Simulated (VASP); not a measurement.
Input of a VASP 6.6.1 run:

The input POSCAR:

```
AlN
1.0
    0.0307724523      2.0092635354      2.0092635354
    2.0092635354      0.0307724523      2.0092635354
    2.0092635354      2.0092635354      0.0307724523
Al N
1 1
Direct
    0.0000000000      0.0000000000      0.0000000000
    0.5000000000      0.5000000000      0.5000000000
```

Contents of INCAR.step1:

```
SYSTEM = AlN
PREC = Accurate
ENCUT = 500
EDIFF = 1E-8
ISMEAR = 0
SIGMA = 0.01
LREAL = .False.
LASPH = .True.
NELM = 60
ALGO = Normal
LWAVE = .True.
LCHARG = .False.
GGA = PE
```

INCAR.step2

```
SYSTEM = AlN
PREC = Accurate
ENCUT = 500
EDIFF = 1E-8
ISMEAR = 0
SIGMA = 0.01
LREAL = .False.
LASPH = .True.
NELM = 1
ALGO = Exact
LWAVE = .True.
LCHARG = .False.
GGA = PE
NBANDS = 70
LOPTICS = .True.
ISTART = 1
```

File INCAR.step3:

```
SYSTEM = AlN
PREC = Accurate
ENCUT = 500
EDIFF = 1E-8
ISMEAR = 0
SIGMA = 0.01
LREAL = .False.
LASPH = .True.
ALGO = EVGW0
LWAVE = .False.
LCHARG = .False.
GGA = PE
NELMGW = 1
NBANDS = 70
ENCUTGW = 150.0
NOMEGA = 96
PRECFOCK = Fast
ISTART = 1
NBANDSGW = 12
OMEGAMAX = 20
```

The input KPOINTS:

```
regular mesh
0
Gamma
  6 6 6
  0 0 0
```

Potentials or basis: VASP PAW PBE potentials, release 64 (Al_GW, N_GW).

The run is started by

```console
$ cat potpaw_PBE.64/Al_GW/POTCAR potpaw_PBE.64/N_GW/POTCAR > POTCAR
$ cp INCAR.step1 INCAR
$ mpirun -np 1 vasp_std > vasp.out
$ cp INCAR.step2 INCAR
$ mpirun -np 1 vasp_std > vasp.out
$ cp INCAR.step3 INCAR
$ mpirun -np 1 vasp_std > vasp.out
```

Question: Predict the quasiparticle gap.

Answer: 6.27 eV.

Question: Predict the least direct quasiparticle gap.

Answer: 7.97 eV.

Question: What does it give for the band gap of the starting levels on the mesh?

Answer: 4.73 eV.

Caveat: the k points lie up to 0.46 Å⁻¹ apart; bands, screening cutoff and mesh are small and nothing is extrapolated, so the quasiparticle values aren't converged; the structure was generated, so it needn't be the stable form of AlN.
